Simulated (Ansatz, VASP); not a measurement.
## CaB2: VASP beside Ansatz

The input INCAR:

```
PREC     = Accurate       # precision mode
ENCUT    = 520            # plane-wave cutoff, eV
EDIFF    = 1E-6           # SCF threshold, eV
ISMEAR   = 0              # smearing method
SIGMA    = 0.15           # smearing width, eV
LREAL    = F              # projectors in reciprocal space
LASPH    = T              # aspherical terms in the spheres
NELM     = 100            # most SCF steps
ALGO     = Normal         # electronic algorithm
ISIF     = 2              # what is computed and relaxed
LWAVE    = F              # write WAVECAR
LCHARG   = F              # write CHGCAR
GGA      = PE             # functional
NBANDS   = 15             # bands
```

File KPOINTS:

```
Automatic mesh
0
Gamma
  12 12 8
```

The input POSCAR:

```
CaB2
1.0
    3.2191851560      0.0000000000      0.0000000000
   -1.6095925780      2.7878961246      0.0000000000
    0.0000000000      0.0000000000      4.0715212130
Ca B
1 2
Direct
    0.0000000000      0.0000000000      0.0000000000
    0.3333333333      0.6666666667      0.5000000000
    0.6666666667      0.3333333333      0.5000000000
```

Input for Ansatz:

```yaml
crystal:
  lattice:
    - [3.219185156, 0.0, 0.0]
    - [-1.609592578, 2.7878961246, 0.0]
    - [0.0, 0.0, 4.071521213]
  atoms:
    - { symbol: Ca, position: [0.0, 0.0, 0.0] }
    - { symbol: B, position: [0.3333333333, 0.6666666667, 0.5] }
    - { symbol: B, position: [0.6666666667, 0.3333333333, 0.5] }
basis:
  ecutwfc: 420
kpoints:
  mp_grid: { grid: [12, 12, 8] }
hamiltonian:
  xc: pbe
scf:
  occupations: { method: gaussian, width: 0.15 }
output:
  forces: true
  stress: true
  eigenvalues: true
```

Alike in both runs: task single point; functional PBE; k mesh 12 × 12 × 8; occupations gaussian, width 0.15 eV; no spin polarisation.

```csv
,VASP,Ansatz
version,VASP 6.6.1,Ansatz 0.2.0
potentials or method,"VASP PAW PBE potentials, release 64 (Ca_sv, B), cutoff 520 eV","scalar-relativistic, plane waves, PAW"
valence electrons in the cell,16,16
```

```csv
,VASP,Ansatz,Ansatz less VASP
gap on the k mesh at the Fermi level (eV),none,none,-
pressure (GPa),0.3,0.0,-0.31
"traceless stress, the component that is largest in VASP (GPa)",0.03,-0.11,-0.140
```

A gap of «none» marks a metal or a gap that the smearing closes.
